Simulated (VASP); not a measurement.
# Cr (Fm-3m) in VASP: a series of runs

The runs below take Cr through single point, with PBEsol.

All numbers are computed with VASP 6.6.1; they aren't measurements. Logs are shortened: lines on timing, memory, paths and dates and some standing lists are left out, and cuts for length are marked.

## (1) The cell of the first run

Symmetry: Fm-3m, No. 225, cubic system. The conventional cell has a = 3.579 Å, b = 3.579 Å, c = 3.579 Å, α = 90.00°, β = 90.00°, γ = 90.00°. Cr (site symmetry m-3m) has 12 Cr at 2.53 Å within 3.3 Å.

This isn't the form of Cr at room conditions, which is bcc.

## (2) Single point, PBEsol, collinear spin, ferromagnetic start

Input file INCAR:

```
SYSTEM = Cr
ALGO = Normal
EDIFF = 1E-6
ENCUT = 520
GGA = PS
ISIF = 2
ISMEAR = -1
ISPIN = 2
LASPH = .TRUE.
LCHARG = .FALSE.
LMAXMIX = 4
LORBIT = 11
LREAL = .FALSE.
LWAVE = .FALSE.
MAGMOM = 1.5
NBANDS = 16
NELM = 150
PREC = Accurate
SIGMA = 0.05
```

Input file KPOINTS:

```
k-points
0
G
  15 15 15
  0 0 0
```

Input file POSCAR:

```
Cr
1.0
    0.0000000000      1.7892734741      1.7892734741
    1.7892734741      0.0000000000      1.7892734741
    1.7892734741      1.7892734741      0.0000000000
Cr
1
Direct
    0.0000000000      0.0000000000      0.0000000000
```

Potentials or basis: VASP PAW PBE potentials, release 64 (Cr_pv).

Command:

```console
> cat potpaw_PBE.64/Cr_pv/POTCAR > POTCAR
> mpirun -np 1 vasp_std > vasp.out
```

OUTCAR:

```text
SYSTEM = Cr
   EDIFF = 1E-6
   ENCUT = 520
   GGA = PS
   ISIF = 2
   ISMEAR = -1
   ISPIN = 2
   LASPH = .TRUE.
   LORBIT = 11
   LREAL = .FALSE.
   NELM = 150
   PREC = Accurate

 ion  position               nearest neighbor table
   1  0.000  0.000  0.000-

  LATTYP: Found a face centered cubic cell.
 ALAT       =     3.5785469482

  Lattice vectors:

 A1 = (   0.0000000000,   1.7892734741,   1.7892734741)
 A2 = (   1.7892734741,   0.0000000000,   1.7892734741)
 A3 = (   1.7892734741,   1.7892734741,   0.0000000000)

Analysis of symmetry for initial positions (statically):
=====================================================================
 Subroutine PRICEL returns:
 Original cell was already a primitive cell.

 Routine SETGRP: Setting up the symmetry group for a
 face centered cubic supercell.

 Subroutine GETGRP returns: Found 48 space group operations
 (whereof 48 operations were pure point group operations)
 out of a pool of 48 trial point group operations.

The static configuration has the point symmetry O_h .

Analysis of symmetry for dynamics (positions and initial velocities):
=====================================================================
 Subroutine PRICEL returns:
 Original cell was already a primitive cell.

 Routine SETGRP: Setting up the symmetry group for a
 face centered cubic supercell.

 Subroutine GETGRP returns: Found 48 space group operations
 (whereof 48 operations were pure point group operations)
 out of a pool of 48 trial point group operations.

The dynamic configuration has the point symmetry O_h .

Analysis of structural, dynamic, and magnetic symmetry:
=====================================================================
 Subroutine PRICEL returns:
 Original cell was already a primitive cell.

 Routine SETGRP: Setting up the symmetry group for a
 face centered cubic supercell.

 Subroutine GETGRP returns: Found 48 space group operations
 (whereof 48 operations were pure point group operations)
 out of a pool of 48 trial point group operations.

The overall configuration has the point symmetry O_h .

 Subroutine INISYM returns: Found 48 space group operations
 (whereof 48 operations are pure point group operations),
 and found     1 'primitive' translations

----------------------------------------------------------------------------------------

                                     Primitive cell

  volume of cell :      11.4567

  direct lattice vectors                    reciprocal lattice vectors
     0.000000000  1.789273474  1.789273474    -0.279443029  0.279443029  0.279443029
     1.789273474  0.000000000  1.789273474     0.279443029 -0.279443029  0.279443029
     1.789273474  1.789273474  0.000000000     0.279443029  0.279443029 -0.279443029

  length of vectors
     2.530414814  2.530414814  2.530414814     0.484009525  0.484009525  0.484009525

  position of ions in fractional coordinates (direct lattice)
     0.000000000  0.000000000  0.000000000

  ion indices of the primitive-cell ions
   primitive index   ion index
                 1           1

----------------------------------------------------------------------------------------

 KPOINTS: k-points

Automatic generation of k-mesh.
 Grid dimensions read from file:
 generate k-points for:   15   15   15

 Generating k-lattice:

  Cartesian coordinates                     Fractional coordinates (reciprocal lattice)
    -0.018629535  0.018629535  0.018629535     0.066666667  0.000000000  0.000000000
     0.018629535 -0.018629535  0.018629535     0.000000000  0.066666667  0.000000000
     0.018629535  0.018629535 -0.018629535     0.000000000  0.000000000  0.066666667

  Length of vectors
     0.032267302  0.032267302  0.032267302

  Shift w.r.t. Gamma in fractional coordinates (k-lattice)
     0.000000000  0.000000000  0.000000000

 Subroutine IBZKPT returns following result:
 ===========================================

 Found    120 irreducible k-points:

 Following reciprocal coordinates:
            Coordinates               Weight
  0.000000  0.000000  0.000000      1.000000
  0.066667  0.000000  0.000000      8.000000
  0.133333  0.000000  0.000000      8.000000
  0.200000  0.000000  0.000000      8.000000
  0.266667  0.000000  0.000000      8.000000
  0.333333  0.000000  0.000000      8.000000
[... 16 lines left out ...]
  0.133333  0.133333  0.000000      6.000000
  0.200000  0.133333  0.000000     24.000000
 [... further k-points ...]
   k-points           NKPTS =    120   k-points in BZ     NKDIM =    120   number of bands    NBANDS=     16
   number of dos      NEDOS =    301   number of ions     NIONS =      1
   total plane-waves  NPLWV =   8000
   dimension x,y,z NGX =    20 NGY =   20 NGZ =   20
   dimension x,y,z NGXF=    40 NGYF=   40 NGZF=   40
   ions per type =               1
   NGX,Y,Z   is equivalent  to a cutoff of  13.14, 13.14, 13.14 a.u.
   NGXF,Y,Z  is equivalent  to a cutoff of  26.28, 26.28, 26.28 a.u.
 SYSTEM =  Cr
   PREC   = accura    normal or accurate (medium, high low for compatibility)
   ISTART =      0    job   : 0-new  1-cont  2-samecut
   ICHARG =      2    charge: 1-file 2-atom 10-const
   ISPIN  =      2    spin polarized calculation?
   LNONCOLLINEAR =      F non collinear calculations
   LSORBIT =      F    spin-orbit coupling
   LASPH  =      T    aspherical Exc in radial PAW
   ENCUT  =  520.0 eV  38.22 Ry    6.18 a.u.   4.70  4.70  4.70*2*pi/ulx,y,z
   NELM   =    150;   NELMIN=  2; NELMDL= -5     # of ELM steps
   EDIFF  = 0.1E-05   stopping-criterion for ELM
   LREAL  =      F    real-space projection
   EDIFFG = 0.1E-04   stopping-criterion for IOM
   NSW    =      0    number of steps for IOM
   IBRION =     -1    ionic relax: 0-MD 1-quasi-New 2-CG
   NFREE  =      0    steps in history (QN), initial steepest desc. (CG)
   ISIF   =      2    stress and relaxation
   ISYM   =      2    0-nonsym 1-usesym 2-fastsym
   POTIM  = 0.5000    time-step for ionic-motion
   TEBEG  =    0.0;   TEEND  =   0.0 temperature during run
   PSTRESS=    0.0 pullay stress
   NELECT =      12.0000    total number of electrons
   NUPDOWN=      -1.0000    fix difference up-down
   EMIN   =  10.00;   EMAX   =-10.00  energy-range for DOS
   EFERMI =   0.00;   METHOD = LEGACY
   ISMEAR =    -1;   SIGMA  =   0.05  broadening in eV -4-tet -1-fermi 0-gaus
   EFERMI_NEDOS =   21; number of points for ismear=-14 and -15
   IALGO  =     38    algorithm
   IMIX   =      4    mixing-type and parameters
     AMIX     =   0.40;   BMIX     =  1.00
     AMIX_MAG =   1.60;   BMIX_MAG =  1.00
  volume/ion in A,a.u.               =      11.46        77.31
  Fermi-wavevector in a.u.,A,eV,Ry     =   1.662577  3.141816 37.608726  2.764163
  Thomas-Fermi vector in A             =   2.749444
   LORBIT       =     11    0 simple, 1 ext, 2 COOP (PROOUT), +10 PAW based schemes
   GGA     = PS    functional components
   LHFCALC =     F    Hartree Fock is set to
   AEXX    =    0.0000 exact exchange contribution
   IVDW    =     0    specifies the selected vdW correction
   LEPSILON=     F    determine dielectric tensor
   LRPA    =     F    only Hartree local field effects (RPA)
 spin polarized calculation
  energy-cutoff  :      520.00
  volume of cell :       11.46
 maximum number of plane-waves:       331
   NGX =  9   NGY =  9   NGZ =  9

 number of electron      12.0000005 magnetization      -0.0002130

 number of electron      12.0000005 magnetization       0.0003154

 Free energy of the ion-electron system (eV)
  ---------------------------------------------------
  ext. energy  EPLUGINS =         0.00000000
  ---------------------------------------------------
  free energy    TOTEN  =        -9.83991198 eV

  energy without entropy =       -9.82559429  energy(sigma->0) =       -9.83275313

 E-fermi :  10.6779     XC(G=0): -13.8672

 val. band max:       10.6653055312   @ k =   0.2000   0.1333   0.0667
 cond. band min:      10.6793043073   @ k =   0.4667   0.3333   0.0667
 fundamental gap:      0.0139987762
 Fermi energy:        10.6778798044

 spin component 1

 k-point     1 :       0.0000    0.0000    0.0000
  band No.  band energies     occupation
      1     -31.4705      1.00000
      2     -31.4705      1.00000
      3     -31.4705      1.00000
      4       3.0341      1.00000
      5      10.2297      0.99987
      6      10.2297      0.99987
[... 8 lines left out ...]
     15      41.6459      0.00000
     16      42.5113      0.00000

 k-point     2 :       0.0667    0.0000    0.0000
  band No.  band energies     occupation
      1     -31.5137      1.00000
      2     -31.4758      1.00000
      3     -31.4758      1.00000
      4       3.2207      1.00000
      5      10.1390      0.99998
      6      10.2926      0.99955
[... 8 lines left out ...]
     15      41.8313      0.00000
     16      42.4806      0.00000
[... 387 lines left out ...]
      5       9.6404      1.00000
      6      10.6494      0.63874
[... 8 lines left out ...]
     15      43.0223      0.00000
     16      43.0223      0.00000

 k-point    24 :       0.2000    0.1333    0.0000
  band No.  band energies     occupation
      1     -31.7448      1.00000
      2     -31.5550      1.00000
      3     -31.5474      1.00000
      4       4.5869      1.00000
      5       9.3605      1.00000
      6      10.7690      0.13904
[... 8 lines left out ...]
     15      42.6181      0.00000
     16      43.3884      0.00000

 [... further k-points ...]

 spin component 2

 k-point     1 :       0.0000    0.0000    0.0000
  band No.  band energies     occupation
      1     -31.4702      1.00000
      2     -31.4702      1.00000
      3     -31.4702      1.00000
      4       3.0342      1.00000
      5      10.2300      0.99987
      6      10.2300      0.99987
[... 8 lines left out ...]
     15      41.6459      0.00000
     16      42.5115      0.00000

 k-point     2 :       0.0667    0.0000    0.0000
  band No.  band energies     occupation
      1     -31.5133      1.00000
      2     -31.4755      1.00000
      3     -31.4755      1.00000
      4       3.2209      1.00000
      5      10.1393      0.99998
      6      10.2928      0.99955
[... 8 lines left out ...]
     15      41.8314      0.00000
     16      42.4808      0.00000
[... 387 lines left out ...]
      5       9.6406      1.00000
      6      10.6497      0.63751
[... 8 lines left out ...]
     15      43.0224      0.00000
     16      43.0224      0.00000

 k-point    24 :       0.2000    0.1333    0.0000
  band No.  band energies     occupation
      1     -31.7445      1.00000
      2     -31.5547      1.00000
      3     -31.5471      1.00000
      4       4.5871      1.00000
      5       9.3607      1.00000
      6      10.7693      0.13841
[... 8 lines left out ...]
     15      42.6183      0.00000
     16      43.3886      0.00000

 [... further k-points ...]

------------------------ aborting loop because EDIFF is reached ----------------------------------------

  FORCE on cell =-STRESS in cart. coord.  units (eV):
  Direction    XX          YY          ZZ          XY          YZ          ZX
  --------------------------------------------------------------------------------------
  -------------------------------------------------------------------------------------
  Total       -0.0426352     -0.0426352     -0.0426352     -0.0000000     -0.0000000      0.0000000
  in kB       -5.9623655     -5.9623655     -5.9623655     -0.0000000     -0.0000000      0.0000000
  external PRESSURE =      -5.9623655 kB  Pullay stress =       0.0000000 kB

 VOLUME and BASIS-vectors are now :
 -----------------------------------------------------------------------------
  energy-cutoff  :      520.00
  volume of cell :       11.46
      direct lattice vectors                 reciprocal lattice vectors
     0.000000000  1.789273474  1.789273474    -0.279443029  0.279443029  0.279443029
     1.789273474  0.000000000  1.789273474     0.279443029 -0.279443029  0.279443029
     1.789273474  1.789273474  0.000000000     0.279443029  0.279443029 -0.279443029

 POSITION                                       TOTAL-FORCE (eV/Angst)
 -----------------------------------------------------------------------------------
      0.00000      0.00000      0.00000        -0.000000     -0.000000     -0.000000
 -----------------------------------------------------------------------------------
    total drift:                                0.000000      0.000000      0.000000

  FREE ENERGIE OF THE ION-ELECTRON SYSTEM (eV)
  ---------------------------------------------------
  free  energy   TOTEN  =        -9.8399119761 eV

  energy  without entropy=       -9.8255942860  energy(sigma->0) =       -9.83275313

 total charge

# of ion       s       p       d       tot
------------------------------------------
    1        0.444   6.397   4.245  11.086

 magnetization (x)

# of ion       s       p       d       tot
------------------------------------------
    1        0.000   0.000   0.000   0.000
```

It took 18 s on 1 thread of Intel Xeon 6975P-C (Granite Rapids), shared host; peak memory 0.15 GiB.

What came out:

```
Free energy                                           : -9.8399 eV
Pressure                                              : -0.6 GPa
Band gap on the k mesh                                : zero (filled and empty bands overlap)
Net moment                                            : 0.00 μB per cell
Valence electrons inside the program's atomic spheres : Cr 11.09
```

Levels at points of the mesh, in eV from the Fermi level:
Spin up:
```
           k point  band 4  band 5  band 6  band 7  band 8  band 9
(0.00, 0.00, 0.00)   -7.64   -0.45   -0.45   -0.45    1.38    1.38
```
Spin down:
```tsv
k point	band 3	band 4	band 5	band 6	band 7	band 8	band 9	band 10
(0.00, 0.00, 0.00)	-42.15	-7.64	-0.45	-0.45	-0.45	1.38	1.38	7.55
```

Caveat: an empty level that is flat over the whole mesh can mark a ghost state of the potentials, or a narrow d or f band; the PAW data sets were made with another functional, which shifts forces and pressure a little.

(Part 1 of 3 ends here.)
